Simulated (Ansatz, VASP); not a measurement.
Sb in VASP and in Ansatz

POSCAR

```
Sb
1.0
    6.2356387728      0.0000000000      0.0000000000
    0.0000000000      6.2356387728      0.0000000000
    0.0000000000      0.0000000000      6.2356387728
Sb
8
Direct
    0.5000000000      0.5000000000      0.5000000000
    0.0000000000      0.0000000000      0.0000000000
    0.2500000000      0.0000000000      0.5000000000
    0.5000000000      0.2500000000      0.0000000000
    0.5000000000      0.7500000000      0.0000000000
    0.7500000000      0.0000000000      0.5000000000
    0.0000000000      0.5000000000      0.7500000000
    0.0000000000      0.5000000000      0.2500000000
```

INCAR.step1

```
SYSTEM = Sb
PREC = Accurate
ENCUT = 520
ISMEAR = 0
SIGMA = 0.1
LREAL = .False.
LASPH = .True.
NELM = 100
NBANDS = 30
GGA = PE
ALGO = Normal
EDIFF = 1E-4
LWAVE = .True.
LCHARG = .False.
```

File INCAR.step2:

```
SYSTEM = Sb
PREC = Accurate
ENCUT = 520
EDIFF = 1E-6
ISMEAR = 0
SIGMA = 0.1
LREAL = .False.
LASPH = .True.
NELM = 100
ALGO = Normal
ISIF = 2
LWAVE = .False.
LCHARG = .False.
METAGGA = R2SCAN
LMIXTAU = .True.
NBANDS = 30
ISTART = 1
```

File KPOINTS:

```
Automatic mesh
0
Gamma
  4 4 4
  0 0 0
```

Input for Ansatz:

```yaml
crystal:
  lattice:
    - [6.2356387728, 0.0, 0.0]
    - [0.0, 6.2356387728, 0.0]
    - [0.0, 0.0, 6.2356387728]
  atoms:
    - { symbol: Sb, position: [0.5, 0.5, 0.5] }
    - { symbol: Sb, position: [0.0, 0.0, 0.0] }
    - { symbol: Sb, position: [0.25, 0.0, 0.5] }
    - { symbol: Sb, position: [0.5, 0.25, 0.0] }
    - { symbol: Sb, position: [0.5, 0.75, 0.0] }
    - { symbol: Sb, position: [0.75, 0.0, 0.5] }
    - { symbol: Sb, position: [0.0, 0.5, 0.75] }
    - { symbol: Sb, position: [0.0, 0.5, 0.25] }
basis:
  ecutwfc: 500
kpoints:
  mp_grid: { grid: [4, 4, 4] }
hamiltonian:
  xc: r2scan
scf:
  occupations: { method: gaussian, width: 0.1 }
  lower_state_search: "off"
output:
  forces: true
  stress: true
  eigenvalues: true
```

Alike in both runs: task single point; functional r2SCAN; k mesh 4 × 4 × 4; occupations gaussian, width 0.1 eV; no spin polarisation.

|  | VASP | Ansatz |
| --- | --- | --- |
| version | VASP 6.6.1 | Ansatz 0.2.0 |
| potentials or method | VASP PAW PBE potentials, release 64 (Sb), cutoff 520 eV | scalar-relativistic, plane waves, PAW |
| valence electrons in the cell | 40 | 120 |

VASP gave:

```
gap on the k mesh at the Fermi level (eV) : none
pressure (GPa)                            : -4.2
```

Task: What did Ansatz give for the same quantities?

Result: gap on the k mesh at the Fermi level (eV): none; pressure (GPa): -4.1.

VASP's potentials were made for PBE, not for r2SCAN. A gap of «none» marks a metal or a gap that the smearing closes. VASP's potentials hold 40 valence electrons a cell and Ansatz's 120, so a difference there can come from the potentials and not from the codes.

Spin-orbit coupling is off throughout.
